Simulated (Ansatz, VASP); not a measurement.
**Rh: VASP beside Ansatz**

Contents of INCAR:

```
ALGO     = Normal         # electronic algorithm
EDIFF    = 1E-6           # SCF threshold, eV
ENCUT    = 500            # plane-wave cutoff, eV
GGA      = PE             # functional
GGA_COMPAT= False        
ISIF     = 2              # what is computed and relaxed
ISMEAR   = -1             # smearing method
ISPIN    = 2              # spin polarisation
LASPH    = True           # aspherical terms in the spheres
LCHARG   = False          # write CHGCAR
LMAXMIX  = 4              # l up to which the mixer works
LORBIT   = 11             # projections on sites
LREAL    = False          # projectors in reciprocal space
LWAVE    = False          # write WAVECAR
MAGMOM   = 0              # initial moments
NBANDS   = 18             # bands
NELM     = 200            # most SCF steps
PREC     = Accurate       # precision mode
SIGMA    = 0.1            # smearing width, eV
```

The input KPOINTS:

```
k-points
0
Gamma
  8 8 8
```

File POSCAR:

```
Rh
1.0
    0.0000000000      1.9381040000      1.9381040000
    1.9381040000      0.0000000000      1.9381040000
    1.9381040000      1.9381040000      0.0000000000
Rh
1
Direct
    0.0000000000      0.0000000000      0.0000000000
```

Input for Ansatz:

```yaml
crystal:
  lattice:
    - [0, 1.938104, 1.938104]
    - [1.938104, 0, 1.938104]
    - [1.938104, 1.938104, 0]
  atoms:
    - { symbol: Rh, position: [0, 0, 0] }
kpoints:
  mp_grid: { grid: [8, 8, 8], shift: [0, 0, 0] }
hamiltonian:
  xc: pbe
  pseudopotentials: { kind: paw }
scf:
  occupations: { method: fermi_dirac }
  convergence: { dm_fallback: { after: 8, dr2: "1.0e-12 eV" } }
magnetization:
  spin_polarized: true
```

Alike in both runs: task single point; functional PBE; k mesh 8 × 8 × 8; collinear spin.

```csv
,VASP,Ansatz
version,VASP 6.6.1,Ansatz 0.2 development build
potentials or method,"VASP PAW PBE potentials, release 64 (Rh_pv)","PAW hard, scalar-relativistic"
plane-wave cutoff (eV),500,540
occupations,"fermi-dirac, width 0.1 eV",fermi-dirac
```

```tsv
	VASP	Ansatz	Ansatz less VASP
net moment per atom (μB)	0.00	0.00	0.000
```
